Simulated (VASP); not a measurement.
# InSb in VASP: further runs, part 2 of 3

VASP 6.6.1.

### Step 3. Single point, PBEsol (equal xx and yy strain of -1 %)

Input file INCAR:

```
SYSTEM = InSb
ALGO = Normal
EDIFF = 1E-6
ENCUT = 520
GGA = PS
ISIF = 2
ISMEAR = -1
LASPH = .True.
LCHARG = .True.
LELF = .True.
LREAL = .False.
LVHAR = .True.
LWAVE = .False.
NBANDS = 16
NELM = 100
PREC = Accurate
SIGMA = 0.05
```

Input file KPOINTS:

```
k-points
0
Gamma
  9 9 9
  0 0 0
```

Input file POSCAR:

```
InSb
1.0
    0.0000000000      3.2067090000      3.2391000000
    3.2067090000      0.0000000000      3.2391000000
    3.2067090000      3.2067090000      0.0000000000
In Sb
1 1
Direct
    0.0000000000      0.0000000000      0.0000000000
    0.7500000000      0.7500000000      0.7500000000
```

Potentials or basis: VASP PAW PBE potentials, release 64 (In_d, Sb).

Started as:

```console
$ cat potpaw_PBE.64/In_d/POTCAR potpaw_PBE.64/Sb/POTCAR > POTCAR
$ mpirun -np 1 vasp_std > vasp.out
```

OUTCAR:

```text
SYSTEM = InSb
   EDIFF = 1E-6
   ENCUT = 520
   GGA = PS
   ISIF = 2
   ISMEAR = -1
   LASPH = .True.
   LREAL = .False.
   NELM = 100
   PREC = Accurate

 ion  position               nearest neighbor table
   1  0.000  0.000  0.000-   2 2.79   2 2.79   2 2.79   2 2.79
   2  0.750  0.750  0.750-   1 2.79   1 2.79   1 2.79   1 2.79

  LATTYP: Found a body centered tetragonal cell.
 ALAT       =     4.5349713584
 C/A-ratio  =     1.4284985479

  Lattice vectors:

 A1 = (  -3.2067090000,   0.0000000000,   3.2391000000)
 A2 = (   3.2067090000,   0.0000000000,   3.2391000000)
 A3 = (   0.0000000000,   3.2067090000,  -3.2391000000)

Analysis of symmetry for initial positions (statically):
=====================================================================
 Subroutine PRICEL returns:
 Original cell was already a primitive cell.

 Routine SETGRP: Setting up the symmetry group for a
 body centered tetragonal supercell.

 Subroutine GETGRP returns: Found  8 space group operations
 (whereof  8 operations were pure point group operations)
 out of a pool of 16 trial point group operations.

The static configuration has the point symmetry D_2d.

Analysis of symmetry for dynamics (positions and initial velocities):
=====================================================================
 Subroutine PRICEL returns:
 Original cell was already a primitive cell.

 Routine SETGRP: Setting up the symmetry group for a
 body centered tetragonal supercell.

 Subroutine GETGRP returns: Found  8 space group operations
 (whereof  8 operations were pure point group operations)
 out of a pool of 16 trial point group operations.

The dynamic configuration has the point symmetry D_2d.

 Subroutine INISYM returns: Found  8 space group operations
 (whereof  8 operations are pure point group operations),
 and found     1 'primitive' translations

----------------------------------------------------------------------------------------

                                     Primitive cell

  volume of cell :      66.6152

  direct lattice vectors                    reciprocal lattice vectors
     0.000000000  3.206709000  3.239100000    -0.155923097  0.155923097  0.154363867
     3.206709000  0.000000000  3.239100000     0.155923097 -0.155923097  0.154363867
     3.206709000  3.206709000  0.000000000     0.155923097  0.155923097 -0.154363867

  length of vectors
     4.557932801  4.557932801  4.534971358     0.269169515  0.269169515  0.269169515

  position of ions in fractional coordinates (direct lattice)
     0.000000000  0.000000000  0.000000000
     0.750000000  0.750000000  0.750000000

  ion indices of the primitive-cell ions
   primitive index   ion index
                 1           1
                 2           2

----------------------------------------------------------------------------------------

 KPOINTS: k-points

Automatic generation of k-mesh.
 Grid dimensions read from file:
 generate k-points for:    9    9    9

 Generating k-lattice:

  Cartesian coordinates                     Fractional coordinates (reciprocal lattice)
    -0.017324789  0.017324789  0.017151541     0.111111111  0.000000000  0.000000000
     0.017324789 -0.017324789  0.017151541     0.000000000  0.111111111  0.000000000
     0.017324789  0.017324789 -0.017151541     0.000000000  0.000000000  0.111111111

  Length of vectors
     0.029907724  0.029907724  0.029907724

  Shift w.r.t. Gamma in fractional coordinates (k-lattice)
     0.000000000  0.000000000  0.000000000

 Subroutine IBZKPT returns following result:
 ===========================================

 Found     75 irreducible k-points:

 Following reciprocal coordinates:
            Coordinates               Weight
  0.000000  0.000000  0.000000      1.000000
  0.111111  0.000000  0.000000      8.000000
  0.222222  0.000000  0.000000      8.000000
  0.333333  0.000000  0.000000      8.000000
  0.444444  0.000000  0.000000      8.000000
  0.111111  0.111111  0.000000      2.000000
[... 16 lines left out ...]
 -0.333333  0.333333  0.000000      4.000000
  0.444444  0.444444  0.000000      2.000000
 [... further k-points ...]
   k-points           NKPTS =     75   k-points in BZ     NKDIM =     75   number of bands    NBANDS=     16
   number of dos      NEDOS =    301   number of ions     NIONS =      2
   total plane-waves  NPLWV =  46656
   dimension x,y,z NGX =    36 NGY =   36 NGZ =   36
   dimension x,y,z NGXF=    72 NGYF=   72 NGZF=   72
   ions per type =               1   1
   NGX,Y,Z   is equivalent  to a cutoff of  13.13, 13.13, 13.20 a.u.
   NGXF,Y,Z  is equivalent  to a cutoff of  26.26, 26.26, 26.39 a.u.
 SYSTEM =  InSb
   PREC   = accura    normal or accurate (medium, high low for compatibility)
   ISTART =      0    job   : 0-new  1-cont  2-samecut
   ICHARG =      2    charge: 1-file 2-atom 10-const
   ISPIN  =      1    spin polarized calculation?
   LNONCOLLINEAR =      F non collinear calculations
   LSORBIT =      F    spin-orbit coupling
   LASPH  =      T    aspherical Exc in radial PAW
   ENCUT  =  520.0 eV  38.22 Ry    6.18 a.u.   8.47  8.47  8.43*2*pi/ulx,y,z
   NELM   =    100;   NELMIN=  2; NELMDL= -5     # of ELM steps
   EDIFF  = 0.1E-05   stopping-criterion for ELM
   LREAL  =      F    real-space projection
   EDIFFG = 0.1E-04   stopping-criterion for IOM
   NSW    =      0    number of steps for IOM
   IBRION =     -1    ionic relax: 0-MD 1-quasi-New 2-CG
   NFREE  =      0    steps in history (QN), initial steepest desc. (CG)
   ISIF   =      2    stress and relaxation
   ISYM   =      2    0-nonsym 1-usesym 2-fastsym
   POTIM  = 0.5000    time-step for ionic-motion
   TEBEG  =    0.0;   TEEND  =   0.0 temperature during run
   PSTRESS=    0.0 pullay stress
   NELECT =      18.0000    total number of electrons
   NUPDOWN=      -1.0000    fix difference up-down
   EMIN   =  10.00;   EMAX   =-10.00  energy-range for DOS
   EFERMI =   0.00;   METHOD = LEGACY
   ISMEAR =    -1;   SIGMA  =   0.05  broadening in eV -4-tet -1-fermi 0-gaus
   EFERMI_NEDOS =   21; number of points for ismear=-14 and -15
   IALGO  =     38    algorithm
   IMIX   =      4    mixing-type and parameters
     AMIX     =   0.40;   BMIX     =  1.00
     AMIX_MAG =   1.60;   BMIX_MAG =  1.00
  volume/ion in A,a.u.               =      33.31       224.77
  Fermi-wavevector in a.u.,A,eV,Ry     =   1.058379  2.000046 15.240783  1.120166
  Thomas-Fermi vector in A             =   2.193686
   LORBIT       =      0    0 simple, 1 ext, 2 COOP (PROOUT), +10 PAW based schemes
   GGA     = PS    functional components
   LHFCALC =     F    Hartree Fock is set to
   AEXX    =    0.0000 exact exchange contribution
   IVDW    =     0    specifies the selected vdW correction
   LEPSILON=     F    determine dielectric tensor
   LRPA    =     F    only Hartree local field effects (RPA)
 non-spin polarized calculation
  energy-cutoff  :      520.00
  volume of cell :       66.62
 maximum number of plane-waves:      1824
 NGX is ok and might be reduce to    36
   NGX = 17   NGY = 17   NGZ = 17

 number of electron      17.9999998 magnetization

 Free energy of the ion-electron system (eV)
  ---------------------------------------------------
  ext. energy  EPLUGINS =         0.00000000
  ---------------------------------------------------
  free energy    TOTEN  =        -7.68275477 eV

  energy without entropy =       -7.68234271  energy(sigma->0) =       -7.68254874

 E-fermi :   5.2387     XC(G=0):  -8.9566

 val. band max:        5.1992976720   @ k =   0.0000   0.0000   0.0000
 cond. band min:       5.7062661139   @ k =   0.4444   0.0000   0.0000
 fundamental gap:      0.5069684419
 Fermi energy:         5.2387151245

 k-point     1 :       0.0000    0.0000    0.0000
  band No.  band energies     occupation
      1      -9.4078      2.00000
      2      -9.4058      2.00000
      3      -9.4058      2.00000
      4      -9.3145      2.00000
      5      -9.3135      2.00000
      6      -5.7005      2.00000
[... 8 lines left out ...]
     15      13.4292      0.00000
     16      13.5866      0.00000

 k-point     2 :       0.1111    0.0000    0.0000
  band No.  band energies     occupation
      1      -9.4130      2.00000
      2      -9.4042      2.00000
      3      -9.4030      2.00000
      4      -9.3147      2.00000
      5      -9.3136      2.00000
      6      -5.5842      2.00000
[... 8 lines left out ...]
     15      12.6762      0.00000
     16      12.7873      0.00000
[... 387 lines left out ...]
      5      -9.3132      2.00000
      6      -3.8089      2.00000
[... 8 lines left out ...]
     15      12.9811      0.00000
     16      16.0827      0.00000

 k-point    24 :       0.4444    0.4444    0.0000
  band No.  band energies     occupation
      1      -9.4929      2.00000
      2      -9.3592      2.00000
      3      -9.3592      2.00000
      4      -9.3339      2.00000
      5      -9.3054      2.00000
      6      -3.7777      2.00000
[... 8 lines left out ...]
     15      15.3347      0.00000
     16      15.9837      0.00000

 [... further k-points ...]
[... 5 lines left out ...]
  --------------------------------------------------------------------------------------
  -------------------------------------------------------------------------------------
  Total        0.8097175      0.8097175      0.6951783      0.0000000      0.0000000      0.0000000
  in kB       19.4746956     19.4746956     16.7198873      0.0000000      0.0000000      0.0000000
  external PRESSURE =      18.5564262 kB  Pullay stress =       0.0000000 kB

 VOLUME and BASIS-vectors are now :
 -----------------------------------------------------------------------------
  energy-cutoff  :      520.00
  volume of cell :       66.62
      direct lattice vectors                 reciprocal lattice vectors
     0.000000000  3.206709000  3.239100000    -0.155923097  0.155923097  0.154363867
     3.206709000  0.000000000  3.239100000     0.155923097 -0.155923097  0.154363867
     3.206709000  3.206709000  0.000000000     0.155923097  0.155923097 -0.154363867

 POSITION                                       TOTAL-FORCE (eV/Angst)
 -----------------------------------------------------------------------------------
      0.00000      0.00000      0.00000        -0.000000      0.000000     -0.000000
      4.81006      4.81006      4.85865         0.000000     -0.000000      0.000000
 -----------------------------------------------------------------------------------
    total drift:                                0.000000      0.000000      0.000000

  FREE ENERGIE OF THE ION-ELECTRON SYSTEM (eV)
  ---------------------------------------------------
  free  energy   TOTEN  =        -7.6827547724 eV

  energy  without entropy=       -7.6823427128  energy(sigma->0) =       -7.68254874
```

It took 29 s on 1 thread of Intel Xeon 6975P-C (Granite Rapids), shared host; peak memory 0.25 GiB.

Results:

| Property | Result |
| --- | --- |
| Free energy | -7.6828 eV |
| Pressure | 1.9 GPa |
| Band gap on the k mesh | zero (filled and empty bands touch) |

Caveat: the cell differs from its parent crystal (equal xx and yy strain of -1 %); the PAW data sets were made with another functional, which shifts forces and pressure a little; spin-orbit coupling is left out, which moves the levels of the heavy elements.

### Step 4. Single point, PBEsol (volume scaled by 0.96)

Input file INCAR:

```
SYSTEM = InSb
PREC = Accurate
ENCUT = 520
EDIFF = 1E-6
ISMEAR = -1
SIGMA = 0.05
LREAL = .False.
LASPH = .True.
NELM = 100
ALGO = Normal
ISIF = 2
LWAVE = .False.
LCHARG = .False.
GGA = PS
NBANDS = 16
```

Input file KPOINTS:

```
Automatic mesh
0
Gamma
  9 9 9
  0 0 0
```

Input file POSCAR:

```
InSb
1.0
    0.0000000000      3.1953230120      3.1953230120
    3.1953230120      0.0000000000      3.1953230120
    3.1953230120      3.1953230120      0.0000000000
In Sb
1 1
Direct
    0.0000000000      0.0000000000      0.0000000000
    0.7500000000      0.7500000000      0.7500000000
```

Started as:

```console
$ cat potpaw_PBE.64/In_d/POTCAR potpaw_PBE.64/Sb/POTCAR > POTCAR
$ mpirun -np 1 vasp_std > vasp.out
```

Wall time 34 s (1 thread of AMD EPYC 7R13 (Zen 3), shared host); peak memory 0.19 GiB.

The run converged. Its results:

- Free energy: -7.6623 eV
- Pressure: 3.0 GPa
- Band gap on the k mesh: zero (filled and empty bands touch)

Levels at points of the mesh, in eV from the Fermi level:
```
           k point  band 7  band 8  band 9  band 10  band 11  band 12
(0.00, 0.00, 0.00)   -0.08   -0.06   -0.06    -0.06     2.86     2.86
```

Caveat: the PAW data sets were made with another functional, which shifts forces and pressure a little; spin-orbit coupling is left out, which moves the levels of the heavy elements.

[end of part 2 of 3]
